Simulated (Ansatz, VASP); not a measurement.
Two plane-wave programs on K3C

INCAR

```
PREC = Accurate ; ENCUT = 520
EDIFF = 1E-6 ; ISMEAR = 0
SIGMA = 0.1 ; LREAL = F
LASPH = T ; NELM = 80
ALGO = Normal ; ISIF = 2
LWAVE = F ; LCHARG = F
GGA = PE ; NBANDS = 24
```

KPOINTS

```
Automatic mesh
0
Gamma
  4 4 4
```

POSCAR

```
K3C
1.0
   -2.6587585700      2.6587585700      5.3531901300
    2.6587585700     -2.6587585700      5.3531901300
    2.6587585700      2.6587585700     -5.3531901300
K C
3 1
Direct
    0.7500000000      0.2500000000      0.5000000000
    0.2500000000      0.7500000000      0.5000000000
    0.5000000000      0.5000000000      0.0000000000
    0.0000000000      0.0000000000      0.0000000000
```

Input for Ansatz:

```yaml
crystal:
  lattice:
    - [-2.65875857, 2.65875857, 5.35319013]
    - [2.65875857, -2.65875857, 5.35319013]
    - [2.65875857, 2.65875857, -5.35319013]
  atoms:
    - { symbol: K, position: [0.75, 0.25, 0.5] }
    - { symbol: K, position: [0.25, 0.75, 0.5] }
    - { symbol: K, position: [0.5, 0.5, 0.0] }
    - { symbol: C, position: [0.0, 0.0, 0.0] }
basis:
  ecutwfc: 420
kpoints:
  mp_grid: { grid: [4, 4, 4] }
hamiltonian:
  xc: pbe
scf:
  occupations: { method: gaussian, width: 0.1 }
  lower_state_search: "off"
output:
  forces: true
  stress: true
  eigenvalues: true
```

Change from the starting cell: species swapped into the GdHo3 type (I4/mmm, No. 139).

Alike in both runs: task single point; functional PBE; k mesh 4 × 4 × 4; occupations gaussian, width 0.1 eV; no spin polarisation.

|  | VASP | Ansatz |
| --- | --- | --- |
| version | VASP 6.6.1 | Ansatz 0.2.0 |
| potentials or method | VASP PAW PBE potentials, release 64 (K_sv, C), cutoff 520 eV | scalar-relativistic, plane waves, PAW |
| valence electrons in the cell | 31 | 31 |

VASP gave:

```
gap on the k mesh at the Fermi level (eV)                     : none
pressure (GPa)                                                : -1.2
traceless stress, the component that is largest in VASP (GPa) : -0.53
```

Problem. Which values does Ansatz return?

Solution. gap on the k mesh at the Fermi level (eV): none; pressure (GPa): -1.1; traceless stress, the component that is largest in VASP (GPa): -0.53.

A gap of «none» marks a metal or a gap that the smearing closes. With one functional, cell and mesh, what is left measures potentials, basis and numerics.

The k mesh is coarse, so the values compare programs but aren't converged.
